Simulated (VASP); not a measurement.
# Si24O47 (a cell with a defect) in VASP: a series of runs, part 2 of 2

VASP 6.6.1.

**3. Single point, PBEsol**

The input, INCAR:

```
  PREC = Accurate
  ENCUT = 520
  EDIFF = 1E-6
  ISMEAR = -1
  SIGMA = 0.05
  LREAL = Auto
  LASPH = T
  NELM = 60
  ALGO = Normal
  ISIF = 2
  LWAVE = F
  LCHARG = T
  GGA = PS
  LELF = T
  LVHAR = T
  NELECT = 376.0
  ISYM = 0
  NBANDS = 230
```

The input, KPOINTS:

```
Automatic mesh
0
Gamma
  1 1 1
  0.25 0.25 0.25
```

The input, POSCAR:

```
Si24O47
1.0
    8.3886930000      0.0000000000      0.0000000000
    0.0000000000      8.3886930000      0.0000000000
    0.0000000000      0.0000000000      8.0356430000
Si O
24 47
Direct
    0.9972390000      0.0030680000      0.9999670000
    0.0022850000      0.9980350000      0.3301980000
    0.0022790000      0.9980270000      0.6697350000
    0.0004130000      0.5000400000      0.9999730000
    0.0012740000      0.5013500000      0.3340140000
    0.0013010000      0.5013610000      0.6659250000
    0.5002730000      0.9998980000      0.9999610000
    0.4989470000      0.9990120000      0.3340090000
    0.4989630000      0.9990360000      0.6659200000
    0.5001660000      0.5001420000      0.9999680000
    0.4881680000      0.5121740000      0.3159350000
    0.4881370000      0.5121460000      0.6840000000
    0.2507450000      0.2486690000      0.1660700000
    0.2512740000      0.2502920000      0.4999680000
    0.2507450000      0.2486660000      0.8338550000
    0.2460060000      0.7542930000      0.1648910000
    0.2414980000      0.7588130000      0.4999670000
    0.2460190000      0.7543060000      0.8350430000
    0.7485370000      0.2517710000      0.1669200000
    0.7706330000      0.2296770000      0.4999670000
    0.7485400000      0.2517730000      0.8330150000
    0.7516430000      0.7495660000      0.1660780000
    0.7500200000      0.7490360000      0.4999640000
    0.7516420000      0.7495620000      0.8338630000
    0.1524050000      0.1527920000      0.9999570000
    0.1544650000      0.1537660000      0.3333930000
    0.1544640000      0.1537630000      0.6665210000
    0.1497420000      0.6556190000      0.9999680000
    0.1566720000      0.6522870000      0.3350560000
    0.1566900000      0.6522960000      0.6648550000
    0.6517810000      0.1551190000      0.9999690000
    0.6503980000      0.1599440000      0.3395150000
    0.6504400000      0.1599230000      0.6603900000
    0.6528870000      0.6528690000      0.9999360000
    0.6521530000      0.6463840000      0.3344420000
    0.6521730000      0.6463310000      0.6654790000
    0.3474390000      0.3474240000      0.9999980000
    0.3539750000      0.3481340000      0.3344500000
    0.3539250000      0.3481540000      0.6654900000
    0.3446920000      0.8505670000      0.9999670000
    0.3480150000      0.8436180000      0.3350800000
    0.3480230000      0.8436360000      0.6648790000
    0.8451920000      0.3485250000      0.9999640000
    0.8403950000      0.3498630000      0.3395430000
    0.8403730000      0.3499060000      0.6604210000
    0.8475160000      0.8479030000      0.9999750000
    0.8465470000      0.8458430000      0.3334120000
    0.8465410000      0.8458410000      0.6665400000
    0.0971350000      0.4025030000      0.1682660000
    0.0978520000      0.4025370000      0.4999690000
    0.0971600000      0.4025020000      0.8316710000
    0.0961990000      0.9041070000      0.1664180000
    0.0967390000      0.9035710000      0.4999660000
    0.0961990000      0.9041080000      0.8335170000
    0.5946710000      0.4056660000      0.1677470000
    0.5946430000      0.4056390000      0.8321890000
    0.5978090000      0.9031520000      0.1682630000
    0.5977710000      0.9024560000      0.4999640000
    0.5978070000      0.9031740000      0.8316660000
    0.4038780000      0.0969910000      0.1677200000
    0.4015100000      0.0954950000      0.4999650000
    0.4039050000      0.0970410000      0.8321980000
    0.3981540000      0.6022120000      0.1590390000
    0.4220180000      0.5782900000      0.4999680000
    0.3980950000      0.6021560000      0.8408980000
    0.9014420000      0.0988670000      0.1690460000
    0.9095770000      0.0907260000      0.4999670000
    0.9014390000      0.0988650000      0.8308890000
    0.9032660000      0.5964040000      0.1677360000
    0.9048160000      0.5988010000      0.4999690000
    0.9033140000      0.5964270000      0.8322120000
```

Potentials or basis: VASP PAW PBE potentials, release 64 (Si, O).

On the command line:

```console
cat potpaw_PBE.64/Si/POTCAR potpaw_PBE.64/O/POTCAR > POTCAR
mpirun -np 1 vasp_std > vasp.out
```

OUTCAR:

```text
PREC = Accurate
   ENCUT = 520
   EDIFF = 1E-6
   ISMEAR = -1
   LREAL = Auto
   LASPH = T
   NELM = 60
   ISIF = 2
   GGA = PS
   NELECT = 376.0
   ISYM = 0

 ion  position               nearest neighbor table
   1  0.997  0.003  1.000-  68 1.77  66 1.77  54 1.78  52 1.78  46 1.81  25 1.81   2 2.65   3 2.65

   2  0.002  0.998  0.330-  52 1.72  67 1.75  66 1.76  53 1.77  26 1.83  47 1.83   1 2.65   3 2.73
                            20 3.07  17 3.15
   3  0.002  0.998  0.670-  54 1.72  67 1.75  68 1.76  53 1.77  27 1.83  48 1.83   1 2.65   2 2.73
                            20 3.07  17 3.15
   4  0.000  0.500  1.000-  71 1.77  69 1.77  49 1.78  51 1.78  28 1.81  43 1.82   5 2.68   6 2.68
[... 86 lines left out ...]
  70  0.905  0.599  0.500-   5 1.76   6 1.76  23 1.81
  71  0.903  0.596  0.832-   6 1.76   4 1.77  24 1.81

IMPORTANT INFORMATION: All symmetrisations will be switched off!
NOSYMM: (Re-)initialisation of all symmetry stuff for point group C_1.

----------------------------------------------------------------------------------------

                                     Primitive cell

[... 264 lines left out ...]
      1     -14.3241      2.00000
      2     -13.8806      2.00000
      3     -13.6249      2.00000
      4     -13.5630      2.00000
      5     -13.2820      2.00000
      6     -13.0672      2.00000
[... 801 lines left out ...]
    199      15.4949      0.00000
    200      15.5975      0.00000
 [bands above 200 left out]

------------------------ aborting loop because EDIFF is reached ----------------------------------------

  FORCE on cell =-STRESS in cart. coord.  units (eV):
  Direction    XX          YY          ZZ          XY          YZ          ZX
  --------------------------------------------------------------------------------------
  -------------------------------------------------------------------------------------
  Total      -23.6422286    -23.6437495    -14.2156573    -10.3862440     -0.0091684     -0.0087219
  in kB      -66.9868812    -66.9911906    -40.2780366    -29.4279404     -0.0259774     -0.0247122
  external PRESSURE =     -58.0853695 kB  Pullay stress =       0.0000000 kB

 VOLUME and BASIS-vectors are now :
 -----------------------------------------------------------------------------
  energy-cutoff  :      520.00
  volume of cell :      565.47
      direct lattice vectors                 reciprocal lattice vectors
     8.388693000  0.000000000  0.000000000     0.119208082  0.000000000  0.000000000
     0.000000000  8.388693000  0.000000000     0.000000000  0.119208082  0.000000000
     0.000000000  0.000000000  8.035643000     0.000000000  0.000000000  0.124445548

 POSITION                                       TOTAL-FORCE (eV/Angst)
 -----------------------------------------------------------------------------------
      8.36553      0.02574      8.03538         0.008137     -0.008541      0.000162
      0.01917      8.37221      2.65335        -0.006160      0.004473      0.034113
      0.01912      8.37214      5.38175        -0.005626      0.005575     -0.033762
      0.00346      4.19468      8.03543         0.001681      0.000991     -0.001635
      0.01069      4.20567      2.68402        -0.002116     -0.000842     -0.000189
      0.01091      4.20576      5.35114        -0.004801     -0.001841      0.001236
[... 63 lines left out ...]
      7.59022      5.02316      4.01757        -0.029793      0.023436     -0.000560
      7.57762      5.00324      6.68736        -0.025814      0.024525     -0.002214
 -----------------------------------------------------------------------------------
    total drift:                                0.009212     -0.007437      0.003814

  FREE ENERGIE OF THE ION-ELECTRON SYSTEM (eV)
  ---------------------------------------------------
  free  energy   TOTEN  =      -595.5036944768 eV

  energy  without entropy=     -595.5036944767  energy(sigma->0) =     -595.50369448
```

OSZICAR:

```text
N       E                     dE             d eps       ncg     rms          rms(c)
DAV:   1     0.210863950049E+04    0.21086E+04   -0.21119E+05  1840   0.160E+03
DAV:   2    -0.511873231638E+03   -0.26205E+04   -0.25653E+04  2168   0.352E+02
DAV:   3    -0.643139498852E+03   -0.13127E+03   -0.13051E+03  2176   0.823E+01
DAV:   4    -0.644879945264E+03   -0.17404E+01   -0.17326E+01  2152   0.103E+01
DAV:   5    -0.644911356615E+03   -0.31411E-01   -0.31356E-01  2136   0.124E+00    0.582E+01
DAV:   6    -0.596166105485E+03    0.48745E+02   -0.19303E+02  2048   0.287E+01    0.278E+01
DAV:   7    -0.595660044762E+03    0.50606E+00   -0.63257E+00  2208   0.529E+00    0.999E+00
DAV:   8    -0.595514887808E+03    0.14516E+00   -0.31199E-01  2136   0.166E+00    0.386E+00
DAV:   9    -0.595502394859E+03    0.12493E-01   -0.81537E-02  2144   0.900E-01    0.748E-01
DAV:  10    -0.595503234425E+03   -0.83957E-03   -0.72091E-03  2112   0.240E-01    0.483E-01
DAV:  11    -0.595503608171E+03   -0.37375E-03   -0.16641E-03  2112   0.114E-01    0.139E-01
DAV:  12    -0.595503675677E+03   -0.67506E-04   -0.16509E-04  2160   0.443E-02    0.291E-02
DAV:  13    -0.595503694368E+03   -0.18691E-04   -0.79532E-05  2120   0.263E-02    0.240E-02
DAV:  14    -0.595503693955E+03    0.41298E-06   -0.10681E-05  2144   0.106E-02    0.114E-02
DAV:  15    -0.595503694477E+03   -0.52195E-06   -0.33976E-06  1776   0.474E-03
   1 F= -.59550369E+03 E0= -.59550369E+03  d E =-.642112E-10
```

It took 15 min on 1 thread of Intel Xeon Platinum 8259CL at 2.50GHz (Skylake/Cascade Lake), shared host; peak memory 0.71 GiB.

Results:

| Property | Result |
| --- | --- |
| Free energy | -595.5037 eV |
| Largest force | 0.090 eV/Å |

Forces in eV/Å, atoms in the order of the input:
```
Si   0.008 -0.009  0.000
Si  -0.006  0.004  0.034
Si  -0.006  0.006 -0.034
Si   0.002  0.001 -0.002
Si  -0.002 -0.001  0.000
Si  -0.005 -0.002  0.001
Si  -0.002 -0.003  0.001
Si   0.002  0.004 -0.001
Si   0.001  0.002  0.000
Si  -0.017  0.016  0.000
Si   0.025 -0.031  0.041
Si   0.029 -0.027 -0.041
Si   0.002  0.001  0.005
Si   0.004  0.002 -0.002
Si   0.001  0.003 -0.001
Si   0.010 -0.011 -0.001
Si   0.025 -0.026  0.000
Si   0.009 -0.012  0.002
Si  -0.009  0.009 -0.001
Si  -0.026  0.026  0.000
Si  -0.008  0.010  0.000
Si  -0.002 -0.002  0.002
Si  -0.002 -0.003  0.002
Si  -0.001 -0.003 -0.006
O   -0.021 -0.021  0.001
O   -0.026 -0.022  0.002
O   -0.027 -0.023  0.002
O   -0.031 -0.031  0.001
O   -0.019 -0.023 -0.004
O   -0.020 -0.024  0.007
O   -0.022 -0.027  0.000
O   -0.027 -0.028 -0.005
O   -0.032 -0.027  0.010
O   -0.022 -0.022  0.005
O   -0.010 -0.019  0.004
O   -0.012 -0.014 -0.002
O    0.021  0.020 -0.004
O    0.015  0.012  0.002
O    0.020  0.010 -0.003
O    0.033  0.030 -0.001
O    0.024  0.022 -0.006
O    0.024  0.020  0.002
O    0.029  0.024  0.000
O    0.027  0.034 -0.011
O    0.028  0.029  0.006
O    0.021  0.024 -0.001
O    0.023  0.026 -0.002
O    0.022  0.026 -0.001
O    0.025 -0.026 -0.001
O    0.024 -0.025 -0.001
O    0.023 -0.024  0.002
O    0.024 -0.024 -0.011
O    0.001 -0.001  0.000
O    0.023 -0.024  0.011
O    0.052 -0.051 -0.001
O    0.051 -0.051  0.001
O    0.024 -0.023  0.000
O    0.024 -0.023  0.000
O    0.026 -0.026  0.000
O   -0.024  0.025  0.001
O   -0.023  0.031  0.000
O   -0.024  0.022  0.000
O   -0.058  0.056 -0.039
O   -0.045  0.048  0.000
O   -0.054  0.059  0.039
O   -0.029  0.027  0.002
O    0.020 -0.021  0.000
O   -0.029  0.027 -0.001
O   -0.023  0.024  0.000
O   -0.030  0.023 -0.001
O   -0.026  0.025 -0.002
```

Levels at points of the mesh, in eV from the Fermi level:
| k point | band 186 | band 187 | band 188 | band 189 | band 190 | band 191 |
| --- | --- | --- | --- | --- | --- | --- |
| (0.25, 0.25, 0.25) | -1.75 | -1.73 | -1.23 | 2.01 | 4.60 | 5.05 |

Caveat: the cell carries a net charge on a neutralising background, which shifts energy and pressure; the cell is charged against a uniform background, so pressure and absolute levels hang on convention; the PAW data sets were made with another functional, which shifts forces and pressure a little.
